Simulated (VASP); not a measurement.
Set up this calculation in VASP 6.6.1, as the native input.

```yaml
Task: single point
Functional: LDA
Potentials_or_basis: VASP PAW LDA potentials, release 64 (Si)
Cutoff: 520 eV
k_mesh: 10 × 10 × 10
Occupations: gaussian, width 0.01 eV
Spin: no spin polarisation
Dipole_correction: no
Further_INCAR_settings: ALGO = Normal; EDIFF = 1e-06; NBANDS = 16
```

The structure of Si lies in POSCAR:

```
Si
1.0
   -3.4159544362      3.4159544362      1.9606160670
    3.4159544362     -3.4159544362      1.9606160670
    3.4159544362      3.4159544362     -1.9606160670
Si
4
Direct
    0.1780588106      0.1780588106      0.3561176213
    0.8219411894      0.8219411894      0.6438823787
    0.1780588106      0.8219411894      0.0000000000
    0.8219411894      0.1780588106      0.0000000000
```

The input as run:

INCAR

```
PREC = Accurate
ENCUT = 520
EDIFF = 1E-6
ISMEAR = 0
SIGMA = 0.01
LREAL = F
LASPH = T
NELM = 60
ALGO = Normal
ISIF = 2
LWAVE = F
LCHARG = F
NBANDS = 16
```

KPOINTS

```
Automatic mesh
0
Gamma
  10 10 10
```

Potentials or basis: VASP PAW LDA potentials, release 64 (Si).

Run with:

```bash
$ cat potpaw_LDA.64/Si/POTCAR > POTCAR
$ mpirun -np 1 vasp_std > vasp.out
```

Results of the run:

- Pressure: -6.8 GPa
- Band gap on the k mesh: 0.33 eV (least direct gap 0.48 eV)

Caveat: the cell stands under tension; semilocal functionals underestimate gaps, and a narrow one can read as zero.

It took 99 s on 1 thread of Intel(R) Xeon(R) Platinum 8259CL CPU @ 2.50GHz (Skylake/Cascade Lake) (shared host), peak memory 0.25 GiB.
